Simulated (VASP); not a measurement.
Sn:

```xyz
1
Lattice="-2.0018 2.0018 1.6383 2.0018 -2.0018 1.6383 2.0018 2.0018 -1.6383" Properties=species:S:1:pos:R:3 pbc="T T T"
Sn    0.0000    0.0000    0.0000
```

Base run:

| Item | Value |
| --- | --- |
| Program | VASP 6.6.1 |
| Functional | PBEsol |
| Potentials or basis | VASP PAW PBE potentials, release 64 (Sn_d) |
| Cutoff | 520 eV |
| k mesh | 10 × 10 × 10 |
| Occupations | fermi-dirac, width 0.05 eV |
| Spin | no spin polarisation |

Its results: band gap on the k mesh zero (bands 7 and 8 overlap by 9.18 eV); pressure 0.1 GPa.

**Question.** The run is repeated on the same cell with these changes: functional from PBEsol to r2SCAN. What comes out?

**Answer.** Band gap on the k mesh zero (bands 7 and 8 overlap by 9.71 eV); pressure 1.8 GPa.

Caveats: the PAW data sets were made with another functional, which shifts forces and pressure a little; spin-orbit coupling is left out, which moves the levels of the heavy elements.
